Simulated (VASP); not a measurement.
Fe:

```
Fe
1.0
     0.00000    1.94174    1.96511
     1.49844    0.00000    1.96511
     1.49844    1.94174    0.00000
Fe
1
Direct
  0.00000 0.00000 0.00000
```

```yaml
Program: VASP 6.6.1
Task: relaxation of cell and atoms
Functional: BLYP
Dispersion: D3(BJ)
Potentials_or_basis: VASP PAW PBE potentials, release 64 (Fe)
Cutoff: 600 eV
k_mesh: 9 × 9 × 9
Occupations: fermi-dirac, width 0.15 eV
Spin: collinear spin, ferromagnetic start
Starting_moments: "[4.5] μB"
```

At the start: pressure -4.6 GPa; volume 11.44 Å³/atom.

Task: How do energy, volume and symmetry change on relaxing?

Result: Over 9 steps the energy falls by 22.9 meV/atom and the volume is 11.13 Å³/atom (-2.7 %); space group I4/mmm (No. 139, to 0.1 Å) before, Im-3m (No. 229, to 0.1 Å); moment 2.10 μB per cell.

The path:
| step | energy change (eV) | largest force (eV/Å) | pressure (GPa) | volume (Å³) |
| --- | --- | --- | --- | --- |
| 1 | 0.0000 | 0.0000 | -4.57 | 11.44 |
| 2 | -0.0118 | 0.0000 | 4.53 | 10.90 |
| 3 | -0.0122 | 0.0000 | 3.00 | 10.98 |
| 4 | -0.0213 | 0.0000 | 1.72 | 11.04 |
| 5 | -0.0226 | 0.0000 | 1.18 | 11.06 |
| 6 | -0.0226 | 0.0000 | -1.33 | 11.20 |
| 7 | -0.0229 | 0.0000 | -0.11 | 11.13 |
| 8 | -0.0229 | 0.0000 | -0.20 | 11.13 |
| 9 | -0.0229 | 0.0000 | -0.02 | 11.13 |

Final structure:
```xyz
1
Lattice="0.0000 1.9882 1.9881 1.4075 0.0000 1.9881 1.4075 1.9882 0.0000" Properties=species:S:1:pos:R:3 pbc="T T T"
Fe    0.0000    0.0000    0.0000
```

Caveat: the PAW data sets were made with another functional, which shifts forces and pressure a little.
